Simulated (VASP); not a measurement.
# Nb (Pm-3m) in VASP: a series of runs

Runs on Nb. Level: r2SCAN. Tasks: single point.

Everything below comes from runs of VASP 6.6.1. Logs are shortened: lines on timing, memory, paths and dates and some standing lists are left out, and cuts for length are marked.

## (1) The cell of the first run

It takes space group Pm-3m (No. 221, cubic). Conventional cell: a = 2.744 Å, b = 2.744 Å, c = 2.744 Å, α = 90.00°, β = 90.00°, γ = 90.00°. Nb (site symmetry m-3m) has 6 Nb at 2.74 Å within 3.6 Å.

This isn't the form of Nb at room conditions, which is bcc.

## (2) Single point, r2SCAN, collinear spin (20.66 Å³/atom)

Contents of POSCAR:

```
Nb
1.0
    2.7441189781      0.0000000000      0.0000000000
    0.0000000000      2.7441189781      0.0000000000
    0.0000000000      0.0000000000      2.7441189781
Nb
1
Direct
    0.0000000000      0.0000000000      0.0000000000
```

Contents of INCAR.step1:

```
SYSTEM = Nb
PREC     = Accurate       ! precision mode
ENCUT    = 520            ! plane-wave cutoff, eV
ISMEAR   = -1             ! smearing method
SIGMA    = 0.05           ! smearing width, eV
LREAL    = .False.        ! projectors in reciprocal space
LASPH    = .True.         ! aspherical terms in the spheres
NELM     = 150            ! most SCF steps
ISPIN    = 2              ! spin polarisation
MAGMOM   = 1              ! initial moments
LMAXMIX  = 4              ! l up to which the mixer works
NBANDS   = 16             ! bands
GGA      = PE             ! functional
ALGO     = Normal         ! electronic algorithm
EDIFF    = 1E-4           ! SCF threshold, eV
LWAVE    = .True.         ! write WAVECAR
LCHARG   = .False.        ! write CHGCAR
```

Contents of INCAR.step2:

```
SYSTEM = Nb
PREC     = Accurate       ! precision mode
ENCUT    = 520            ! plane-wave cutoff, eV
EDIFF    = 1E-6           ! SCF threshold, eV
ISMEAR   = -1             ! smearing method
SIGMA    = 0.05           ! smearing width, eV
LREAL    = .False.        ! projectors in reciprocal space
LASPH    = .True.         ! aspherical terms in the spheres
NELM     = 150            ! most SCF steps
ALGO     = Normal         ! electronic algorithm
ISIF     = 2              ! what is computed and relaxed
LWAVE    = .False.        ! write WAVECAR
LCHARG   = .False.        ! write CHGCAR
ISPIN    = 2              ! spin polarisation
MAGMOM   = 1              ! initial moments
LORBIT   = 11             ! projections on sites
LMAXMIX  = 4              ! l up to which the mixer works
METAGGA  = R2SCAN         ! meta-GGA
LMIXTAU  = .True.       
NBANDS   = 16             ! bands
ISTART   = 1
```

Contents of KPOINTS:

```
regular mesh
0
Gamma
  19 19 19
  0 0 0
```

Potentials or basis: VASP PAW PBE potentials, release 64 (Nb_sv).

Command:

```sh
cat potpaw_PBE.64/Nb_sv/POTCAR > POTCAR
cp INCAR.step1 INCAR
mpirun -np 1 vasp_std > vasp.out
cp INCAR.step2 INCAR
mpirun -np 1 vasp_std > vasp.out
```

OUTCAR:

```text
SYSTEM = Nb
   PREC = Accurate
   ENCUT = 520
   EDIFF = 1E-6
   ISMEAR = -1
   LREAL = .False.
   LASPH = .True.
   NELM = 150
   ISIF = 2
   ISPIN = 2
   LORBIT = 11
   METAGGA = R2SCAN
   ISTART = 1

 ion  position               nearest neighbor table
   1  0.000  0.000  0.000-

  LATTYP: Found a simple cubic cell.
 ALAT       =     2.7441189781

  Lattice vectors:

 A1 = (   2.7441189781,   0.0000000000,   0.0000000000)
 A2 = (   0.0000000000,   2.7441189781,   0.0000000000)
 A3 = (   0.0000000000,   0.0000000000,   2.7441189781)

Analysis of symmetry for initial positions (statically):
=====================================================================
 Subroutine PRICEL returns:
 Original cell was already a primitive cell.

 Routine SETGRP: Setting up the symmetry group for a
 simple cubic supercell.

 Subroutine GETGRP returns: Found 48 space group operations
 (whereof 48 operations were pure point group operations)
 out of a pool of 48 trial point group operations.

The static configuration has the point symmetry O_h .

Analysis of symmetry for dynamics (positions and initial velocities):
=====================================================================
 Subroutine PRICEL returns:
 Original cell was already a primitive cell.

 Routine SETGRP: Setting up the symmetry group for a
 simple cubic supercell.

 Subroutine GETGRP returns: Found 48 space group operations
 (whereof 48 operations were pure point group operations)
 out of a pool of 48 trial point group operations.

The dynamic configuration has the point symmetry O_h .

Analysis of structural, dynamic, and magnetic symmetry:
=====================================================================
 Subroutine PRICEL returns:
 Original cell was already a primitive cell.

 Routine SETGRP: Setting up the symmetry group for a
 simple cubic supercell.

 Subroutine GETGRP returns: Found 48 space group operations
 (whereof 48 operations were pure point group operations)
 out of a pool of 48 trial point group operations.

The overall configuration has the point symmetry O_h .

 Subroutine INISYM returns: Found 48 space group operations
 (whereof 48 operations are pure point group operations),
 and found     1 'primitive' translations

----------------------------------------------------------------------------------------

                                     Primitive cell

  volume of cell :      20.6637

  direct lattice vectors                    reciprocal lattice vectors
     2.744118978  0.000000000  0.000000000     0.364415686  0.000000000  0.000000000
     0.000000000  2.744118978  0.000000000     0.000000000  0.364415686  0.000000000
     0.000000000  0.000000000  2.744118978     0.000000000  0.000000000  0.364415686

  length of vectors
     2.744118978  2.744118978  2.744118978     0.364415686  0.364415686  0.364415686

  position of ions in fractional coordinates (direct lattice)
     0.000000000  0.000000000  0.000000000

  ion indices of the primitive-cell ions
   primitive index   ion index
                 1           1

----------------------------------------------------------------------------------------

 KPOINTS: regular mesh

Automatic generation of k-mesh.
 Grid dimensions read from file:
 generate k-points for:   19   19   19

 Generating k-lattice:

  Cartesian coordinates                     Fractional coordinates (reciprocal lattice)
     0.019179773  0.000000000  0.000000000     0.052631579  0.000000000  0.000000000
     0.000000000  0.019179773  0.000000000     0.000000000  0.052631579  0.000000000
     0.000000000  0.000000000  0.019179773     0.000000000  0.000000000  0.052631579

  Length of vectors
     0.019179773  0.019179773  0.019179773

  Shift w.r.t. Gamma in fractional coordinates (k-lattice)
     0.000000000  0.000000000  0.000000000

 Subroutine IBZKPT returns following result:
 ===========================================

 Found    220 irreducible k-points:

 Following reciprocal coordinates:
            Coordinates               Weight
  0.000000  0.000000  0.000000      1.000000
  0.052632  0.000000  0.000000      6.000000
  0.105263  0.000000  0.000000      6.000000
  0.157895  0.000000  0.000000      6.000000
  0.210526  0.000000  0.000000      6.000000
  0.263158  0.000000  0.000000      6.000000
[... 16 lines left out ...]
  0.263158  0.105263  0.000000     24.000000
  0.315789  0.105263  0.000000     24.000000
 [... further k-points ...]
   k-points           NKPTS =    220   k-points in BZ     NKDIM =    220   number of bands    NBANDS=     16
   number of dos      NEDOS =    301   number of ions     NIONS =      1
   total plane-waves  NPLWV =   8000
   dimension x,y,z NGX =    20 NGY =   20 NGZ =   20
   dimension x,y,z NGXF=    40 NGYF=   40 NGZF=   40
   ions per type =               1
   NGX,Y,Z   is equivalent  to a cutoff of  12.12, 12.12, 12.12 a.u.
   NGXF,Y,Z  is equivalent  to a cutoff of  24.23, 24.23, 24.23 a.u.
 SYSTEM =  Nb
   PREC   = accura    normal or accurate (medium, high low for compatibility)
   ISTART =      1    job   : 0-new  1-cont  2-samecut
   ICHARG =      0    charge: 1-file 2-atom 10-const
   ISPIN  =      2    spin polarized calculation?
   LNONCOLLINEAR =      F non collinear calculations
   LSORBIT =      F    spin-orbit coupling
   LASPH  =      T    aspherical Exc in radial PAW
   ENCUT  =  520.0 eV  38.22 Ry    6.18 a.u.   5.10  5.10  5.10*2*pi/ulx,y,z
   NELM   =    150;   NELMIN=  2; NELMDL=  0     # of ELM steps
   EDIFF  = 0.1E-05   stopping-criterion for ELM
   LREAL  =      F    real-space projection
   EDIFFG = 0.1E-04   stopping-criterion for IOM
   NSW    =      0    number of steps for IOM
   IBRION =     -1    ionic relax: 0-MD 1-quasi-New 2-CG
   NFREE  =      0    steps in history (QN), initial steepest desc. (CG)
   ISIF   =      2    stress and relaxation
   ISYM   =      2    0-nonsym 1-usesym 2-fastsym
   POTIM  = 0.5000    time-step for ionic-motion
   TEBEG  =    0.0;   TEEND  =   0.0 temperature during run
   PSTRESS=    0.0 pullay stress
   NELECT =      13.0000    total number of electrons
   NUPDOWN=      -1.0000    fix difference up-down
   EMIN   =  10.00;   EMAX   =-10.00  energy-range for DOS
   EFERMI =   0.00;   METHOD = LEGACY
   ISMEAR =    -1;   SIGMA  =   0.05  broadening in eV -4-tet -1-fermi 0-gaus
   EFERMI_NEDOS =   21; number of points for ismear=-14 and -15
   IALGO  =     38    algorithm
   IMIX   =      4    mixing-type and parameters
     AMIX     =   0.40;   BMIX     =  1.00
     AMIX_MAG =   1.60;   BMIX_MAG =  1.00
  volume/ion in A,a.u.               =      20.66       139.45
  Fermi-wavevector in a.u.,A,eV,Ry     =   1.402770  2.650850 26.773035  1.967763
  Thomas-Fermi vector in A             =   2.525498
   LORBIT       =     11    0 simple, 1 ext, 2 COOP (PROOUT), +10 PAW based schemes
   METAGGA = R2SCAN    functional components
   LHFCALC =     F    Hartree Fock is set to
   AEXX    =    0.0000 exact exchange contribution
   IVDW    =     0    specifies the selected vdW correction
   LEPSILON=     F    determine dielectric tensor
   LRPA    =     F    only Hartree local field effects (RPA)
 spin polarized calculation
  energy-cutoff  :      520.00
  volume of cell :       20.66
 maximum number of plane-waves:       587
   NGX = 11   NGY = 11   NGZ = 11

 number of electron      12.9999998 magnetization      -0.0000031

 Free energy of the ion-electron system (eV)
  ---------------------------------------------------
  ext. energy  EPLUGINS =         0.00000000
  ---------------------------------------------------
  free energy    TOTEN  =       -23.81318729 eV

  energy without entropy =      -23.80059640  energy(sigma->0) =      -23.80689185

 E-fermi :   9.4293     XC(G=0): -12.6914

 val. band max:        9.4226021787   @ k =   0.4211   0.2105   0.2105
 cond. band min:       9.4306058251   @ k =   0.3684   0.0526   0.0000
 fundamental gap:      0.0080036464
 Fermi energy:         9.4292603435

 spin component 1

 k-point     1 :       0.0000    0.0000    0.0000
  band No.  band energies     occupation
      1     -47.0390      1.00000
      2     -21.6267      1.00000
      3     -21.6267      1.00000
      4     -21.6267      1.00000
      5       3.5855      1.00000
      6       6.5334      1.00000
[... 8 lines left out ...]
     15      32.1538      0.00000
     16      32.1538      0.00000

 k-point     2 :       0.0526    0.0000    0.0000
  band No.  band energies     occupation
      1     -47.0340      1.00000
      2     -21.6687      1.00000
      3     -21.6232      1.00000
      4     -21.6232      1.00000
      5       3.6681      1.00000
      6       6.5552      1.00000
[... 8 lines left out ...]
     15      31.4823      0.00000
     16      32.4769      0.00000

 k-point     3 :       0.1053    0.0000    0.0000
  band No.  band energies     occupation
      1     -47.0198      1.00000
      2     -21.7890      1.00000
      3     -21.6132      1.00000
      4     -21.6132      1.00000
      5       3.9028      1.00000
      6       6.6189      1.00000
[... 8 lines left out ...]
     15      31.6917      0.00000
     16      33.7261      0.00000
[... 362 lines left out ...]
 k-point    23 :       0.2632    0.1053    0.0000
  band No.  band energies     occupation
      1     -46.9209      1.00000
      2     -22.4112      1.00000
      3     -21.7140      1.00000
      4     -21.5443      1.00000
      5       5.4663      1.00000
      6       7.2750      1.00000
[... 8 lines left out ...]
     15      32.9268      0.00000
     16      34.8871      0.00000

 k-point    24 :       0.3158    0.1053    0.0000
  band No.  band energies     occupation
      1     -46.8913      1.00000
      2     -22.6332      1.00000
      3     -21.6919      1.00000
      4     -21.5238      1.00000
      5       5.9523      1.00000
      6       7.4318      1.00000
[... 8 lines left out ...]
     15      32.1912      0.00000
     16      35.1273      0.00000

 [... further k-points ...]

 spin component 2

 k-point     1 :       0.0000    0.0000    0.0000
  band No.  band energies     occupation
      1     -47.0390      1.00000
      2     -21.6267      1.00000
      3     -21.6267      1.00000
      4     -21.6267      1.00000
      5       3.5855      1.00000
      6       6.5334      1.00000
[... 8 lines left out ...]
     15      32.1539      0.00000
     16      32.1539      0.00000

 k-point     2 :       0.0526    0.0000    0.0000
  band No.  band energies     occupation
      1     -47.0340      1.00000
      2     -21.6687      1.00000
      3     -21.6232      1.00000
      4     -21.6232      1.00000
      5       3.6680      1.00000
      6       6.5552      1.00000
[... 8 lines left out ...]
     15      31.4823      0.00000
     16      32.4769      0.00000

 k-point     3 :       0.1053    0.0000    0.0000
  band No.  band energies     occupation
      1     -47.0198      1.00000
      2     -21.7890      1.00000
      3     -21.6132      1.00000
      4     -21.6132      1.00000
      5       3.9028      1.00000
      6       6.6189      1.00000
[... 8 lines left out ...]
     15      31.6917      0.00000
     16      33.7261      0.00000
[... 362 lines left out ...]
 k-point    23 :       0.2632    0.1053    0.0000
  band No.  band energies     occupation
      1     -46.9209      1.00000
      2     -22.4112      1.00000
      3     -21.7140      1.00000
      4     -21.5443      1.00000
      5       5.4663      1.00000
      6       7.2750      1.00000
[... 8 lines left out ...]
     15      32.9268      0.00000
     16      34.8872      0.00000

 k-point    24 :       0.3158    0.1053    0.0000
  band No.  band energies     occupation
      1     -46.8913      1.00000
      2     -22.6332      1.00000
      3     -21.6919      1.00000
      4     -21.5238      1.00000
      5       5.9523      1.00000
      6       7.4318      1.00000
[... 8 lines left out ...]
     15      32.1912      0.00000
     16      35.1273      0.00000

 [... further k-points ...]

------------------------ aborting loop because EDIFF is reached ----------------------------------------

  FORCE on cell =-STRESS in cart. coord.  units (eV):
  Direction    XX          YY          ZZ          XY          YZ          ZX
  --------------------------------------------------------------------------------------
  -------------------------------------------------------------------------------------
  Total       -0.6306749     -0.6306749     -0.6306749      0.0000000      0.0000000     -0.0000000
  in kB      -48.8998249    -48.8998249    -48.8998249      0.0000000      0.0000000     -0.0000000
  external PRESSURE =     -48.8998249 kB  Pullay stress =       0.0000000 kB

 VOLUME and BASIS-vectors are now :
 -----------------------------------------------------------------------------
  energy-cutoff  :      520.00
  volume of cell :       20.66
      direct lattice vectors                 reciprocal lattice vectors
     2.744118978  0.000000000  0.000000000     0.364415686  0.000000000  0.000000000
     0.000000000  2.744118978  0.000000000     0.000000000  0.364415686  0.000000000
     0.000000000  0.000000000  2.744118978     0.000000000  0.000000000  0.364415686

 POSITION                                       TOTAL-FORCE (eV/Angst)
 -----------------------------------------------------------------------------------
      0.00000      0.00000      0.00000         0.000000      0.000000      0.000000
 -----------------------------------------------------------------------------------
    total drift:                               -0.000000      0.000000      0.000000

  FREE ENERGIE OF THE ION-ELECTRON SYSTEM (eV)
  ---------------------------------------------------
  free  energy   TOTEN  =       -23.8131872923 eV

  energy  without entropy=      -23.8005963986  energy(sigma->0) =      -23.80689185

 total charge

# of ion       s       p       d       tot
------------------------------------------
    1        2.227   5.960   2.573  10.760

 magnetization (x)

# of ion       s       p       d       tot
------------------------------------------
    1       -0.000  -0.000  -0.000  -0.000
```

Wall time 2.9 min (1 thread of Intel Xeon Platinum 8488C (Sapphire Rapids), shared host); peak memory 0.21 GiB.

What came out:

```
Free energy                                           : -23.8132 eV
Pressure                                              : -4.9 GPa
Net moment                                            : 0.00 μB per cell
Valence electrons inside the program's atomic spheres : Nb 10.76
```

Caveat: the cell stands under tension; the PAW data sets were made with another functional, which shifts forces and pressure a little.

(Part 1 of 2 ends here.)
